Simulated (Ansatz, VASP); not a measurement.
## SiO2 in VASP and in Ansatz

```xyz
6
Lattice="4.2730 0.0000 0.0000 0.0000 4.2730 0.0000 0.0000 0.0000 2.6988" Properties=species:S:1:pos:R:3 pbc="T T T"
Si    0.0000    0.0000    0.0000
Si    2.1365    2.1365    1.3494
O     1.3151    1.3151    0.0000
O     0.8214    3.4516    1.3494
O     2.9579    2.9579    0.0000
O     3.4516    0.8214    1.3494
```

Alike in both runs: functional RPBE; k mesh 6 × 6 × 8; occupations gaussian, width 0.1 eV; no spin polarisation.

Ansatz relaxed the structure, and its values are those at the end. VASP's run is a single point on that final structure, the one shown.

|  | VASP | Ansatz |
| --- | --- | --- |
| version | VASP 6.6.1 | Ansatz 0.2.0 |
| potentials or method | VASP PAW PBE potentials, release 64 (Si, O), cutoff 520 eV | scalar-relativistic, plane waves, PAW |
| valence electrons in the cell | 32 | 32 |

|  | VASP | Ansatz | Ansatz less VASP |
| --- | --- | --- | --- |
| gap on the k mesh at the Fermi level (eV) | 4.81 | 4.83 | +0.016 |
| least direct gap on the mesh (eV) | 4.81 | 4.83 | +0.016 |
| pressure (GPa) | -0.4 | 0.1 | +0.47 |
| rms of the force components (eV/Å) | 0.003 | 0.000 | -0.0035 |

VASP's potentials were made for PBE, not for RPBE.
